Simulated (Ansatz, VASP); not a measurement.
**Two plane-wave programs on BeCd2Te3**

```
CELL_PARAMETERS angstrom
3.83268 -6.71634 0.00002
3.83268 6.71634 0.00002
-2.41672 0.00000 7.21603
ATOMIC_POSITIONS crystal
Be 0.92624 0.07815 0.00396
Be 0.07815 0.92624 0.50396
Cd 0.58946 0.41717 0.00078
Cd 0.23999 0.75530 0.00028
Cd 0.41717 0.58946 0.50078
Cd 0.75530 0.23999 0.50028
Te 0.96151 0.82998 0.15463
Te 0.65726 0.11402 0.10772
Te 0.25595 0.42497 0.10763
Te 0.42497 0.25595 0.60763
Te 0.82998 0.96151 0.65463
Te 0.11402 0.65726 0.60772
```

Alike in both runs: functional PBE; k mesh 4 × 4 × 4; occupations gaussian, width 0.02 eV; no spin polarisation.

Ansatz relaxed the structure, and its values are those at the end. VASP's run is a single point on that final structure, the one shown.

```csv
,VASP,Ansatz
version,VASP 6.6.1,Ansatz 0.2.0
potentials or method,"VASP PAW PBE potentials, release 64 (Be, Cd, Te), cutoff 520 eV","scalar-relativistic, plane waves, PAW"
valence electrons in the cell,88,180
```

Ansatz gave:

- gap on the k mesh at the Fermi level (eV): 1.27
- least direct gap on the mesh (eV): 1.27
- pressure (GPa): 0.0
- rms of the force components (eV/Å): 0.003

Q: Which values does VASP return?

A: gap on the k mesh at the Fermi level (eV): 1.27; least direct gap on the mesh (eV): 1.27; pressure (GPa): 0.1; rms of the force components (eV/Å): 0.004.

The functional is the same, so the differences come from potentials, cutoffs and numerics. VASP's potentials hold 88 valence electrons a cell and Ansatz's 180, so a difference there can come from the potentials and not from the codes.

Neither program's run includes spin-orbit coupling.
